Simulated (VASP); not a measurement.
# Mg6O5 (a cell with a defect) in VASP: a series of runs

The runs below take Mg6O5 (a cell with a defect) through single point, with PBEsol.

Program: VASP 6.6.1. These are calculated values, not measurements. Logs are shortened: lines on timing, memory, paths and dates and some standing lists are left out, and cuts for length are marked.

### Step 1. The cell of the first run

The cell holds a defect, 11 atoms: a = 5.591 Å, b = 5.591 Å, c = 5.591 Å, α = 90.00°, β = 90.00°, γ = 90.00°.

### Step 2. Single point, PBEsol

INCAR reads:

```
PREC     = Accurate       # precision mode
ENCUT    = 520            # plane-wave cutoff, eV
EDIFF    = 1E-6           # SCF threshold, eV
ISMEAR   = 0              # smearing method
SIGMA    = 0.05           # smearing width, eV
LREAL    = F              # projectors in reciprocal space
LASPH    = T              # aspherical terms in the spheres
NELM     = 100            # most SCF steps
ALGO     = Normal         # electronic algorithm
ISIF     = 2              # what is computed and relaxed
LWAVE    = F              # write WAVECAR
LCHARG   = F              # write CHGCAR
GGA      = PS             # functional
NBANDS   = 32             # bands
```

KPOINTS reads:

```
regular mesh
0
Gamma
  4 4 4
```

POSCAR reads:

```
Mg6O5
1.0
    5.5908553621      0.0000000000      0.0000000000
    0.0000000000      5.5908553621      0.0000000000
    0.0000000000      0.0000000000      5.5908553621
Mg O
6 5
Direct
    0.2500000000      0.0000000000      0.5000000000
    0.0000000000      0.5000000000      0.2500000000
    0.5000000000      0.7500000000      0.0000000000
    0.7500000000      0.0000000000      0.5000000000
    0.0000000000      0.5000000000      0.7500000000
    0.5000000000      0.2500000000      0.0000000000
    0.5000000000      0.0000000000      0.2500000000
    0.0000000000      0.7500000000      0.5000000000
    0.8125000000      0.4686988862      0.0000000000
    0.5000000000      0.0000000000      0.7500000000
    0.0000000000      0.2500000000      0.5000000000
```

Potentials or basis: VASP PAW PBE potentials, release 64 (Mg, O).

Started as:

```
cat potpaw_PBE.64/Mg/POTCAR potpaw_PBE.64/O/POTCAR > POTCAR
mpirun -np 1 vasp_std > vasp.out
```

OUTCAR:

```text
PREC = Accurate
   ENCUT = 520
   EDIFF = 1E-6
   ISMEAR = 0
   LREAL = F
   LASPH = T
   NELM = 100
   ISIF = 2
   GGA = PS

 ion  position               nearest neighbor table
   1  0.250  0.000  0.500-   7 1.98   8 1.98  10 1.98  11 1.98   4 2.80   4 2.80   2 3.42   5 3.42
                             6 3.42   3 3.42   6 3.42   2 3.42   5 3.42   3 3.42
   2  0.000  0.500  0.250-   9 1.76   8 1.98  11 1.98   5 2.80   5 2.80   3 3.42   4 3.42   1 3.42
                             6 3.42   1 3.42   4 3.42   3 3.42   6 3.42
   3  0.500  0.750  0.000-   7 1.98  10 1.98   9 2.35   6 2.80   6 2.80   2 3.42   4 3.42   5 3.42
                             1 3.42   4 3.42   1 3.42   2 3.42   5 3.42
   4  0.750  0.000  0.500-   7 1.98   8 1.98  10 1.98  11 1.98   1 2.80   1 2.80   3 3.42   5 3.42
                             6 3.42   3 3.42   6 3.42   2 3.42   5 3.42   2 3.42
   5  0.000  0.500  0.750-   9 1.76   8 1.98  11 1.98   2 2.80   2 2.80   1 3.42   3 3.42   4 3.42
                             6 3.42   1 3.42   4 3.42   3 3.42   6 3.42
   6  0.500  0.250  0.000-   7 1.98  10 1.98   9 2.13   3 2.80   3 2.80   2 3.42   1 3.42   4 3.42
                             1 3.42   4 3.42   5 3.42   2 3.42   5 3.42
   7  0.500  0.000  0.250-   1 1.98   3 1.98   4 1.98   6 1.98
   8  0.000  0.750  0.500-   1 1.98   2 1.98   4 1.98   5 1.98
   9  0.812  0.469  0.000-   2 1.76   5 1.76   6 2.13   3 2.35
  10  0.500  0.000  0.750-   1 1.98   3 1.98   4 1.98   6 1.98
  11  0.000  0.250  0.500-   1 1.98   2 1.98   4 1.98   5 1.98

  LATTYP: Found a simple cubic cell.
 ALAT       =     5.5908553621

  Lattice vectors:

 A1 = (   5.5908553621,   0.0000000000,   0.0000000000)
 A2 = (   0.0000000000,   5.5908553621,   0.0000000000)
 A3 = (   0.0000000000,   0.0000000000,   5.5908553621)

Analysis of symmetry for initial positions (statically):
=====================================================================
 Subroutine PRICEL returns:
 Original cell was already a primitive cell.

 Routine SETGRP: Setting up the symmetry group for a
 simple cubic supercell.

 Subroutine GETGRP returns: Found  2 space group operations
 (whereof  2 operations were pure point group operations)
 out of a pool of 48 trial point group operations.

The static configuration has the point symmetry C_1h.

Analysis of symmetry for dynamics (positions and initial velocities):
=====================================================================
 Subroutine PRICEL returns:
 Original cell was already a primitive cell.

 Routine SETGRP: Setting up the symmetry group for a
 simple cubic supercell.

 Subroutine GETGRP returns: Found  2 space group operations
 (whereof  2 operations were pure point group operations)
 out of a pool of 48 trial point group operations.

The dynamic configuration has the point symmetry C_1h.

 Subroutine INISYM returns: Found  2 space group operations
 (whereof  2 operations are pure point group operations),
 and found     1 'primitive' translations

----------------------------------------------------------------------------------------

                                     Primitive cell

  volume of cell :     174.7571

  direct lattice vectors                    reciprocal lattice vectors
     5.590855362  0.000000000  0.000000000     0.178863508  0.000000000  0.000000000
     0.000000000  5.590855362  0.000000000     0.000000000  0.178863508  0.000000000
     0.000000000  0.000000000  5.590855362     0.000000000  0.000000000  0.178863508

  length of vectors
     5.590855362  5.590855362  5.590855362     0.178863508  0.178863508  0.178863508

  position of ions in fractional coordinates (direct lattice)
     0.250000000  0.000000000  0.500000000
     0.000000000  0.500000000  0.250000000
     0.500000000  0.750000000  0.000000000
     0.750000000  0.000000000  0.500000000
     0.000000000  0.500000000  0.750000000
     0.500000000  0.250000000  0.000000000
     0.500000000  0.000000000  0.250000000
     0.000000000  0.750000000  0.500000000
     0.812500000  0.468698886  0.000000000
     0.500000000  0.000000000  0.750000000
     0.000000000  0.250000000  0.500000000

  ion indices of the primitive-cell ions
   primitive index   ion index
                 1           1
                 2           2
                 3           3
                 4           4
                 5           5
                 6           6
                 7           7
                 8           8
                 9           9
                10          10
                11          11

----------------------------------------------------------------------------------------

 KPOINTS: regular mesh

Automatic generation of k-mesh.
 Grid dimensions read from file:
 generate k-points for:    4    4    4

 Generating k-lattice:

  Cartesian coordinates                     Fractional coordinates (reciprocal lattice)
     0.044715877  0.000000000  0.000000000     0.250000000  0.000000000  0.000000000
     0.000000000  0.044715877  0.000000000     0.000000000  0.250000000  0.000000000
     0.000000000  0.000000000  0.044715877     0.000000000  0.000000000  0.250000000

  Length of vectors
     0.044715877  0.044715877  0.044715877

  Shift w.r.t. Gamma in fractional coordinates (k-lattice)
     0.000000000  0.000000000  0.000000000

 Subroutine IBZKPT returns following result:
 ===========================================

 Found     30 irreducible k-points:

 Following reciprocal coordinates:
            Coordinates               Weight
  0.000000  0.000000  0.000000      1.000000
  0.250000  0.000000  0.000000      2.000000
  0.000000  0.250000  0.000000      2.000000
  0.000000  0.000000  0.250000      2.000000
  0.500000  0.000000  0.000000      1.000000
  0.000000  0.500000  0.000000      1.000000
[... 16 lines left out ...]
  0.500000  0.250000  0.250000      4.000000
  0.250000  0.500000  0.250000      4.000000
 [... further k-points ...]
   k-points           NKPTS =     30   k-points in BZ     NKDIM =     30   number of bands    NBANDS=     32
   number of dos      NEDOS =    301   number of ions     NIONS =     11
   total plane-waves  NPLWV =  74088
   dimension x,y,z NGX =    42 NGY =   42 NGZ =   42
   dimension x,y,z NGXF=    84 NGYF=   84 NGZF=   84
   ions per type =               6   5
   NGX,Y,Z   is equivalent  to a cutoff of  12.49, 12.49, 12.49 a.u.
   NGXF,Y,Z  is equivalent  to a cutoff of  24.98, 24.98, 24.98 a.u.
 SYSTEM =  unknown system
   PREC   = accura    normal or accurate (medium, high low for compatibility)
   ISTART =      0    job   : 0-new  1-cont  2-samecut
   ICHARG =      2    charge: 1-file 2-atom 10-const
   ISPIN  =      1    spin polarized calculation?
   LNONCOLLINEAR =      F non collinear calculations
   LSORBIT =      F    spin-orbit coupling
   LASPH  =      T    aspherical Exc in radial PAW
   ENCUT  =  520.0 eV  38.22 Ry    6.18 a.u.  10.40 10.40 10.40*2*pi/ulx,y,z
   NELM   =    100;   NELMIN=  2; NELMDL= -5     # of ELM steps
   EDIFF  = 0.1E-05   stopping-criterion for ELM
   LREAL  =      F    real-space projection
   EDIFFG = 0.1E-04   stopping-criterion for IOM
   NSW    =      0    number of steps for IOM
   IBRION =     -1    ionic relax: 0-MD 1-quasi-New 2-CG
   NFREE  =      0    steps in history (QN), initial steepest desc. (CG)
   ISIF   =      2    stress and relaxation
   ISYM   =      2    0-nonsym 1-usesym 2-fastsym
   POTIM  = 0.5000    time-step for ionic-motion
   TEBEG  =    0.0;   TEEND  =   0.0 temperature during run
   PSTRESS=    0.0 pullay stress
   NELECT =      42.0000    total number of electrons
   NUPDOWN=      -1.0000    fix difference up-down
   EMIN   =  10.00;   EMAX   =-10.00  energy-range for DOS
   EFERMI =   0.00;   METHOD = LEGACY
   ISMEAR =     0;   SIGMA  =   0.05  broadening in eV -4-tet -1-fermi 0-gaus
   EFERMI_NEDOS =   21; number of points for ismear=-14 and -15
   IALGO  =     38    algorithm
   IMIX   =      4    mixing-type and parameters
     AMIX     =   0.40;   BMIX     =  1.00
     AMIX_MAG =   1.60;   BMIX_MAG =  1.00
  volume/ion in A,a.u.               =      15.89       107.21
  Fermi-wavevector in a.u.,A,eV,Ry     =   1.017840  1.923439 14.095622  1.035999
  Thomas-Fermi vector in A             =   2.151264
   LORBIT       =      0    0 simple, 1 ext, 2 COOP (PROOUT), +10 PAW based schemes
   GGA     = PS    functional components
   LHFCALC =     F    Hartree Fock is set to
   AEXX    =    0.0000 exact exchange contribution
   IVDW    =     0    specifies the selected vdW correction
   LEPSILON=     F    determine dielectric tensor
   LRPA    =     F    only Hartree local field effects (RPA)
 non-spin polarized calculation
 Gauss-broadening in eV      SIGMA  =   0.05
  energy-cutoff  :      520.00
  volume of cell :      174.76
 maximum number of plane-waves:      4729
 NGX is ok and might be reduce to    42
   NGX = 21   NGY = 21   NGZ = 21

 number of electron      41.9999974 magnetization

 Free energy of the ion-electron system (eV)
  ---------------------------------------------------
  ext. energy  EPLUGINS =         0.00000000
  ---------------------------------------------------
  free energy    TOTEN  =       -60.59272062 eV

  energy without entropy =      -60.59272062  energy(sigma->0) =      -60.59272062

 E-fermi :   2.4218     XC(G=0):  -8.5918

 val. band max:        2.1756903669   @ k =   0.5000   0.5000   0.5000
 cond. band min:       3.0006783670   @ k =   0.0000   0.0000   0.5000
 fundamental gap:      0.8249880000
 Fermi energy:         2.4218367151

 k-point     1 :       0.0000    0.0000    0.0000
  band No.  band energies     occupation
      1     -16.4283      2.00000
      2     -16.1414      2.00000
      3     -15.9431      2.00000
      4     -15.5814      2.00000
      5     -15.4552      2.00000
      6      -3.6844      2.00000
[... 24 lines left out ...]
     31       8.7766      0.00000
     32       9.6414      0.00000
[... 774 lines left out ...]
      2     -16.1322      2.00000
      3     -15.8201      2.00000
      4     -15.7131      2.00000
      5     -15.6491      2.00000
      6      -3.2646      2.00000
[... 24 lines left out ...]
     31       9.4430      0.00000
     32      10.2527      0.00000

 [... further k-points ...]

------------------------ aborting loop because EDIFF is reached ----------------------------------------

  FORCE on cell =-STRESS in cart. coord.  units (eV):
  Direction    XX          YY          ZZ          XY          YZ          ZX
  --------------------------------------------------------------------------------------
  -------------------------------------------------------------------------------------
  Total        0.5603194     -0.1339427      6.9407483      0.8069306      0.0000000      0.0000000
  in kB        5.1370221     -1.2279900     63.6329569      7.3979602      0.0000000      0.0000000
  external PRESSURE =      22.5139963 kB  Pullay stress =       0.0000000 kB

 VOLUME and BASIS-vectors are now :
 -----------------------------------------------------------------------------
  energy-cutoff  :      520.00
  volume of cell :      174.76
      direct lattice vectors                 reciprocal lattice vectors
     5.590855362  0.000000000  0.000000000     0.178863508  0.000000000  0.000000000
     0.000000000  5.590855362  0.000000000     0.000000000  0.178863508  0.000000000
     0.000000000  0.000000000  5.590855362     0.000000000  0.000000000  0.178863508

 POSITION                                       TOTAL-FORCE (eV/Angst)
 -----------------------------------------------------------------------------------
      1.39771      0.00000      2.79543        -0.059491      0.027381     -0.000000
      0.00000      2.79543      1.39771         1.840527      0.064628      2.527988
      2.79543      4.19314      0.00000         0.277390      0.042844     -0.000000
      4.19314      0.00000      2.79543         0.082100      0.115065     -0.000000
      0.00000      2.79543      4.19314         1.840527      0.064628     -2.527988
      2.79543      1.39771      0.00000         0.632364     -0.103575     -0.000000
      2.79543      0.00000      1.39771         0.132612     -0.093451     -0.119834
      0.00000      4.19314      2.79543        -0.148285     -0.030562     -0.000000
      4.54257      2.62043      0.00000        -4.752033     -0.002522     -0.000000
      2.79543      0.00000      4.19314         0.132612     -0.093451      0.119834
      0.00000      1.39771      2.79543         0.021677      0.009016     -0.000000
 -----------------------------------------------------------------------------------
    total drift:                                0.000084      0.000289      0.000002

  FREE ENERGIE OF THE ION-ELECTRON SYSTEM (eV)
  ---------------------------------------------------
  free  energy   TOTEN  =       -60.5927206198 eV

  energy  without entropy=      -60.5927206198  energy(sigma->0) =      -60.59272062
```

Wall time 4.6 min (1 thread of Intel Xeon 8259CL, shared host); peak memory 0.33 GiB.

What came out:

- Free energy: -60.5927 eV
- Pressure: 2.3 GPa
- Largest force: 4.752 eV/Å
- Band gap on the k mesh: 0.82 eV

Forces on the atoms (eV/Å):
```
Mg  -0.059  0.027  0.000
Mg   1.841  0.065  2.528
Mg   0.277  0.043  0.000
Mg   0.082  0.115  0.000
Mg   1.841  0.065 -2.528
Mg   0.632 -0.104  0.000
O    0.133 -0.093 -0.120
O   -0.148 -0.031  0.000
O   -4.752 -0.003  0.000
O    0.133 -0.093  0.120
O    0.022  0.009  0.000
```

Stress tensor (GPa, compression positive):
```
 0.51  0.74  0.00
 0.74 -0.12  0.00
 0.00  0.00  6.36
```

Levels at points of the mesh, in eV from the valence-band top:
```csv
k point,band 19,band 20,band 21,band 22,band 23,band 24
"(0.00, 0.00, 0.00)",-2.62,-2.50,-2.00,2.29,2.85,3.07
"(0.50, 0.00, 0.00)",-2.62,-2.50,-0.57,1.29,2.71,3.33
"(0.00, 0.50, 0.00)",-3.20,-2.62,-0.95,1.21,3.12,3.59
"(0.00, 0.00, 0.50)",-3.20,-2.50,-1.09,0.83,2.92,3.91
"(0.50, 0.50, 0.00)",-3.15,-2.62,-0.32,1.88,2.13,3.38
"(0.00, 0.50, 0.50)",-3.33,-3.02,-0.70,1.81,2.15,3.08
"(0.50, 0.00, 0.50)",-3.13,-2.50,-0.38,1.52,2.29,3.55
"(0.50, 0.50, 0.50)",-3.38,-3.34,0.00,2.09,2.28,3.04
```

Caveat: the cell differs from its parent crystal (atoms taken out, atom 9 moved 0.125 of the way to it and -0.175 Å across, host rigid); the PAW data sets were made with another functional, which shifts forces and pressure a little.

(Part 1 of 2 ends here.)
